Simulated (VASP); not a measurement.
A run of VASP 6.6.1 is set up as follows.

The input INCAR:

```
SYSTEM = Cu
PREC     = Accurate       ! precision mode
ENCUT    = 520            ! plane-wave cutoff, eV
EDIFF    = 1E-6           ! SCF threshold, eV
ISMEAR   = 0              ! smearing method
SIGMA    = 0.1            ! smearing width, eV
LREAL    = .False.        ! projectors in reciprocal space
LASPH    = .True.         ! aspherical terms in the spheres
NELM     = 60             ! most SCF steps
ALGO     = Fast           ! electronic algorithm
ISIF     = 2              ! what is computed and relaxed
LWAVE    = .False.        ! write WAVECAR
LCHARG   = .False.        ! write CHGCAR
GGA      = PE             ! functional
NBANDS   = 24             ! bands
```

Contents of KPOINTS:

```
regular mesh
0
Gamma
  6 6 4
  0 0 0
```

File POSCAR:

```
Cu
1.0
    2.6074326181      0.0000000030      0.0000000000
   -1.3037163116      2.2581028845      0.0000000000
    0.0000000000      0.0000000000      6.1163550859
Cu
3
Direct
    0.3333333333      0.6666666667      0.8333378948
    0.0000000000      0.0000000000      0.5000000000
    0.6666666667      0.3333333333      0.1666621052
```

Potentials or basis: VASP PAW PBE potentials, release 64 (Cu).

The run is started by

```bash
$ cat potpaw_PBE.64/Cu/POTCAR > POTCAR
$ mpirun -np 1 vasp_std > vasp.out
```

Task: What does it give for the pressure?

Result: 0.3 GPa.

Task: Predict the band gap on the k mesh.

Result: Zero (an odd number of electrons rules out a gap without spin polarisation).

Caveat: the k points lie up to 0.46 Å⁻¹ apart, too coarse for converged energies and pressures of a metal.
